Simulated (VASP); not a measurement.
# Be2CdO3 (P3m1) in VASP: single point with PBE

Aim: the single point of Be2CdO3 with PBE.

Program: VASP 6.6.1. These are calculated values, not measurements. Logs are shortened: lines on timing, memory, paths and dates and some standing lists are left out, and cuts for length are marked.

### Step 1. The cell of the first run

Symmetry: P3m1, No. 156, trigonal system. Conventional cell: a = 2.942 Å, b = 2.942 Å, c = 7.765 Å, α = 90.00°, β = 90.00°, γ = 120.00°. Be (site symmetry 3m) has 4 O at 1.57 to 1.79 Å within 2.1 Å. Within 2.1 Å of Be (site symmetry 3m) lie 4 O at 1.60 to 1.78 Å. Within 2.8 Å of Cd (site symmetry 3m) lie 4 O at 2.14 to 2.17 Å. Within 2.2 Å of O (site symmetry 3m) lie 1 Be at 1.57 Å and 3 Cd at 2.14 Å. Within 2.1 Å of O (site symmetry 3m) lie 4 Be at 1.60 to 1.79 Å. Within 2.4 Å of O (site symmetry 3m) lie 3 Be at 1.78 Å and 1 Cd at 2.17 Å.

### Step 2. Single point, PBE

INCAR reads:

```
PREC = Accurate ; ENCUT = 700
EDIFF = 1E-6 ; ISMEAR = 0
SIGMA = 0.15 ; LREAL = F
LASPH = T ; NELM = 120
ALGO = Normal ; ISIF = 2
LWAVE = F ; LCHARG = T
GGA = PE ; LELF = T
LVHAR = T ; NBANDS = 30
GGA_COMPAT = F
```

KPOINTS reads:

```
regular mesh
0
Gamma
  5 5 2
```

POSCAR reads:

```
Be2CdO3
1.0
    2.9417862512      0.0000000000      0.0000000000
   -1.4708931256      2.5476616260      0.0000000000
    0.0000000000      0.0000000000      7.7648518532
Be Cd O
2 1 3
Direct
    0.6666666667      0.3333333333      0.6339301919
    0.3333333333      0.6666666667      0.3547158297
    0.0000000000      0.0000000000      0.0048023120
    0.6666666667      0.3333333333      0.8366170868
    0.3333333333      0.6666666667      0.5601931752
    0.0000000000      0.0000000000      0.2847414044
```

Potentials or basis: VASP PAW PBE potentials, release 64 (Be, Cd_sv_GW, O).

Launch:

```
$ cat potpaw_PBE.64/Be/POTCAR potpaw_PBE.64/Cd_sv_GW/POTCAR potpaw_PBE.64/O/POTCAR > POTCAR
$ mpirun -np 1 vasp_std > vasp.out
```

OUTCAR:

```text
PREC = Accurate
   ENCUT = 700
   EDIFF = 1E-6
   ISMEAR = 0
   LREAL = F
   LASPH = T
   NELM = 120
   ISIF = 2
   GGA = PE

 ion  position               nearest neighbor table
   1  0.667  0.333  0.634-   4 1.57   5 1.79   5 1.79   5 1.79
   2  0.333  0.667  0.355-   5 1.60   6 1.78   6 1.78   6 1.78
   3  0.000  0.000  0.005-   4 2.14   4 2.14   4 2.14   6 2.17
   4  0.667  0.333  0.837-   1 1.57   3 2.14   3 2.14   3 2.14
   5  0.333  0.667  0.560-   2 1.60   1 1.79   1 1.79   1 1.79
   6  0.000  0.000  0.285-   2 1.78   2 1.78   2 1.78   3 2.17

  LATTYP: Found a hexagonal cell.
 ALAT       =     2.9417862512
 C/A-ratio  =     2.6395023942

  Lattice vectors:

 A1 = (   2.9417862512,   0.0000000000,   0.0000000000)
 A2 = (  -1.4708931256,   2.5476616260,   0.0000000000)
 A3 = (   0.0000000000,   0.0000000000,   7.7648518532)

Analysis of symmetry for initial positions (statically):
=====================================================================
 Subroutine PRICEL returns:
 Original cell was already a primitive cell.

 Routine SETGRP: Setting up the symmetry group for a
 hexagonal supercell.

 Subroutine GETGRP returns: Found  6 space group operations
 (whereof  6 operations were pure point group operations)
 out of a pool of 24 trial point group operations.

The static configuration has the point symmetry C_3v.

Analysis of symmetry for dynamics (positions and initial velocities):
=====================================================================
 Subroutine PRICEL returns:
 Original cell was already a primitive cell.

 Routine SETGRP: Setting up the symmetry group for a
 hexagonal supercell.

 Subroutine GETGRP returns: Found  6 space group operations
 (whereof  6 operations were pure point group operations)
 out of a pool of 24 trial point group operations.

The dynamic configuration has the point symmetry C_3v.

 Subroutine INISYM returns: Found  6 space group operations
 (whereof  6 operations are pure point group operations),
 and found     1 'primitive' translations

----------------------------------------------------------------------------------------

                                     Primitive cell

  volume of cell :      58.1950

  direct lattice vectors                    reciprocal lattice vectors
     2.941786251  0.000000000  0.000000000     0.339929524  0.196258402  0.000000000
    -1.470893126  2.547661626  0.000000000     0.000000000  0.392516804  0.000000000
     0.000000000  0.000000000  7.764851853     0.000000000  0.000000000  0.128785458

  length of vectors
     2.941786251  2.941786251  7.764851853     0.392516804  0.392516804  0.128785458

  position of ions in fractional coordinates (direct lattice)
     0.666666667  0.333333333  0.633930192
     0.333333333  0.666666667  0.354715830
     0.000000000  0.000000000  0.004802312
     0.666666667  0.333333333  0.836617087
     0.333333333  0.666666667  0.560193175
     0.000000000  0.000000000  0.284741404

  ion indices of the primitive-cell ions
   primitive index   ion index
                 1           1
                 2           2
                 3           3
                 4           4
                 5           5
                 6           6

----------------------------------------------------------------------------------------

 KPOINTS: regular mesh

Automatic generation of k-mesh.
 Grid dimensions read from file:
 generate k-points for:    5    5    2

 Generating k-lattice:

  Cartesian coordinates                     Fractional coordinates (reciprocal lattice)
     0.067985905  0.039251680  0.000000000     0.200000000  0.000000000  0.000000000
     0.000000000  0.078503361  0.000000000     0.000000000  0.200000000  0.000000000
     0.000000000  0.000000000  0.064392729     0.000000000  0.000000000  0.500000000

  Length of vectors
     0.078503361  0.078503361  0.064392729

  Shift w.r.t. Gamma in fractional coordinates (k-lattice)
     0.000000000  0.000000000  0.000000000

 Subroutine IBZKPT returns following result:
 ===========================================

 Found     10 irreducible k-points:

 Following reciprocal coordinates:
            Coordinates               Weight
  0.000000  0.000000  0.000000      1.000000
  0.200000  0.000000  0.000000      6.000000
  0.400000  0.000000  0.000000      6.000000
  0.200000  0.200000  0.000000      6.000000
  0.400000  0.200000  0.000000      6.000000
  0.000000  0.000000  0.500000      1.000000
  0.200000  0.000000  0.500000      6.000000
  0.400000  0.000000  0.500000      6.000000
  0.200000  0.200000  0.500000      6.000000
  0.400000  0.200000  0.500000      6.000000
   k-points           NKPTS =     10   k-points in BZ     NKDIM =     10   number of bands    NBANDS=     30
   number of dos      NEDOS =    301   number of ions     NIONS =      6
   total plane-waves  NPLWV =  54880
   dimension x,y,z NGX =    28 NGY =   28 NGZ =   70
   dimension x,y,z NGXF=    56 NGYF=   56 NGZF=  140
   ions per type =               2   1   3
   NGX,Y,Z   is equivalent  to a cutoff of  15.82, 15.82, 14.99 a.u.
   NGXF,Y,Z  is equivalent  to a cutoff of  31.65, 31.65, 29.97 a.u.
 SYSTEM =  unknown system
   PREC   = accura    normal or accurate (medium, high low for compatibility)
   ISTART =      0    job   : 0-new  1-cont  2-samecut
   ICHARG =      2    charge: 1-file 2-atom 10-const
   ISPIN  =      1    spin polarized calculation?
   LNONCOLLINEAR =      F non collinear calculations
   LSORBIT =      F    spin-orbit coupling
   LASPH  =      T    aspherical Exc in radial PAW
   ENCUT  =  700.0 eV  51.45 Ry    7.17 a.u.   6.35  6.35 16.75*2*pi/ulx,y,z
   NELM   =    120;   NELMIN=  2; NELMDL= -5     # of ELM steps
   EDIFF  = 0.1E-05   stopping-criterion for ELM
   LREAL  =      F    real-space projection
   EDIFFG = 0.1E-04   stopping-criterion for IOM
   NSW    =      0    number of steps for IOM
   IBRION =     -1    ionic relax: 0-MD 1-quasi-New 2-CG
   NFREE  =      0    steps in history (QN), initial steepest desc. (CG)
   ISIF   =      2    stress and relaxation
   ISYM   =      2    0-nonsym 1-usesym 2-fastsym
   POTIM  = 0.5000    time-step for ionic-motion
   TEBEG  =    0.0;   TEEND  =   0.0 temperature during run
   PSTRESS=    0.0 pullay stress
   NELECT =      42.0000    total number of electrons
   NUPDOWN=      -1.0000    fix difference up-down
   EMIN   =  10.00;   EMAX   =-10.00  energy-range for DOS
   EFERMI =   0.00;   METHOD = LEGACY
   ISMEAR =     0;   SIGMA  =   0.15  broadening in eV -4-tet -1-fermi 0-gaus
   EFERMI_NEDOS =   21; number of points for ismear=-14 and -15
   IALGO  =     38    algorithm
   IMIX   =      4    mixing-type and parameters
     AMIX     =   0.40;   BMIX     =  1.00
     AMIX_MAG =   1.60;   BMIX_MAG =  1.00
  volume/ion in A,a.u.               =       9.70        65.45
  Fermi-wavevector in a.u.,A,eV,Ry     =   1.468462  2.774990 29.339322  2.156379
  Thomas-Fermi vector in A             =   2.583956
   LORBIT       =      0    0 simple, 1 ext, 2 COOP (PROOUT), +10 PAW based schemes
   GGA     = PE    functional components
   LHFCALC =     F    Hartree Fock is set to
   AEXX    =    0.0000 exact exchange contribution
   IVDW    =     0    specifies the selected vdW correction
   LEPSILON=     F    determine dielectric tensor
   LRPA    =     F    only Hartree local field effects (RPA)
 non-spin polarized calculation
 Gauss-broadening in eV      SIGMA  =   0.15
  energy-cutoff  :      700.00
  volume of cell :       58.20
 maximum number of plane-waves:      2458
 NGX is ok and might be reduce to    28
   NGX = 13   NGY = 13   NGZ = 33

 number of electron      41.9999998 magnetization

 Free energy of the ion-electron system (eV)
  ---------------------------------------------------
  ext. energy  EPLUGINS =         0.00000000
  ---------------------------------------------------
  free energy    TOTEN  =       -34.48017373 eV

  energy without entropy =      -34.48016433  energy(sigma->0) =      -34.48016903

 E-fermi :   4.7134     XC(G=0): -11.1077

 val. band max:        4.3176548830   @ k =   0.0000   0.0000   0.0000
 cond. band min:       5.0787609103   @ k =   0.0000   0.0000   0.0000
 fundamental gap:      0.7611060272
 Fermi energy:         4.7134381970

 k-point     1 :       0.0000    0.0000    0.0000
  band No.  band energies     occupation
      1     -97.1397      2.00000
      2     -58.2451      2.00000
      3     -58.2451      2.00000
      4     -58.0961      2.00000
      5     -14.4240      2.00000
      6     -13.5840      2.00000
[... 22 lines left out ...]
     29      16.8362      0.00000
     30      16.8362      0.00000

 k-point     2 :       0.2000    0.0000    0.0000
  band No.  band energies     occupation
      1     -97.1379      2.00000
      2     -58.2675      2.00000
      3     -58.2509      2.00000
      4     -58.0935      2.00000
      5     -14.1270      2.00000
      6     -13.3738      2.00000
[... 22 lines left out ...]
     29      17.1331      0.00000
     30      17.7320      0.00000

 k-point     3 :       0.4000    0.0000    0.0000
  band No.  band energies     occupation
      1     -97.1350      2.00000
      2     -58.3036      2.00000
      3     -58.2602      2.00000
      4     -58.0892      2.00000
      5     -13.5483      2.00000
      6     -13.0003      2.00000
[... 22 lines left out ...]
     29      17.5138      0.00000
     30      17.8466      0.00000

 k-point     4 :       0.2000    0.2000    0.0000
  band No.  band energies     occupation
      1     -97.1355      2.00000
      2     -58.2910      2.00000
      3     -58.2641      2.00000
      4     -58.0901      2.00000
      5     -13.6785      2.00000
      6     -13.0731      2.00000
[... 154 lines left out ...]
     29      17.1093      0.00000
     30      18.3352      0.00000

 k-point     9 :       0.2000    0.2000    0.5000
  band No.  band energies     occupation
      1     -97.1355      2.00000
      2     -58.2910      2.00000
      3     -58.2641      2.00000
      4     -58.0901      2.00000
      5     -13.6629      2.00000
      6     -13.1169      2.00000
[... 22 lines left out ...]
     29      17.1129      0.00000
     30      17.6304      0.00000

 k-point    10 :       0.4000    0.2000    0.5000
  band No.  band energies     occupation
      1     -97.1340      2.00000
      2     -58.3023      2.00000
      3     -58.2755      2.00000
      4     -58.0879      2.00000
      5     -13.3486      2.00000
      6     -12.8553      2.00000
[... 22 lines left out ...]
     29      17.1338      0.00000
     30      18.0240      0.00000

------------------------ aborting loop because EDIFF is reached ----------------------------------------

  FORCE on cell =-STRESS in cart. coord.  units (eV):
  Direction    XX          YY          ZZ          XY          YZ          ZX
  --------------------------------------------------------------------------------------
  -------------------------------------------------------------------------------------
  Total       -0.1091516     -0.1091516     -0.0232464      0.0000000      0.0000000      0.0000000
  in kB       -3.0050692     -3.0050692     -0.6399996      0.0000000      0.0000000      0.0000000
  external PRESSURE =      -2.2167127 kB  Pullay stress =       0.0000000 kB

 VOLUME and BASIS-vectors are now :
 -----------------------------------------------------------------------------
  energy-cutoff  :      700.00
  volume of cell :       58.20
      direct lattice vectors                 reciprocal lattice vectors
     2.941786251  0.000000000  0.000000000     0.339929524  0.196258402  0.000000000
    -1.470893126  2.547661626  0.000000000     0.000000000  0.392516804  0.000000000
     0.000000000  0.000000000  7.764851853     0.000000000  0.000000000  0.128785458

 POSITION                                       TOTAL-FORCE (eV/Angst)
 -----------------------------------------------------------------------------------
      1.47089      0.84922      4.92237        -0.000000     -0.000000      0.017540
     -0.00000      1.69844      2.75432         0.000000     -0.000000     -0.022702
      0.00000      0.00000      0.03729        -0.000000      0.000000     -0.051491
      1.47089      0.84922      6.49621         0.000000     -0.000000      0.017658
     -0.00000      1.69844      4.34982        -0.000000     -0.000000      0.001045
      0.00000      0.00000      2.21097        -0.000000      0.000000      0.037950
 -----------------------------------------------------------------------------------
    total drift:                                0.000000     -0.000000      0.002084

  FREE ENERGIE OF THE ION-ELECTRON SYSTEM (eV)
  ---------------------------------------------------
  free  energy   TOTEN  =       -34.4801737284 eV

  energy  without entropy=      -34.4801643345  energy(sigma->0) =      -34.48016903
```

Wall time 26 s (1 thread of Intel Xeon Platinum 8488C (Sapphire Rapids), shared host); peak memory 0.23 GiB.

Results:

- Free energy: -34.4802 eV
- Pressure: -0.2 GPa
- Largest force: 0.051 eV/Å
- Band gap on the k mesh: 0.76 eV

Forces in eV/Å, atoms in the order of the input:
```
Be   0.000  0.000  0.018
Be   0.000  0.000 -0.023
Cd   0.000  0.000 -0.051
O    0.000  0.000  0.018
O    0.000  0.000  0.001
O    0.000  0.000  0.038
```

Levels at points of the mesh, in eV from the valence-band top:
```tsv
k point	band 18	band 19	band 20	band 21	band 22	band 23	band 24	band 25
(0.00, 0.00, 0.00)	-1.53	-1.53	0.00	0.00	0.76	5.88	6.66	9.56
(0.00, 0.00, 0.50)	-1.50	-1.50	-0.02	-0.02	1.34	5.20	7.54	9.00
```

Caveat: the k points lie up to 0.49 Å⁻¹ apart; semilocal functionals underestimate gaps, and a narrow one can read as zero.
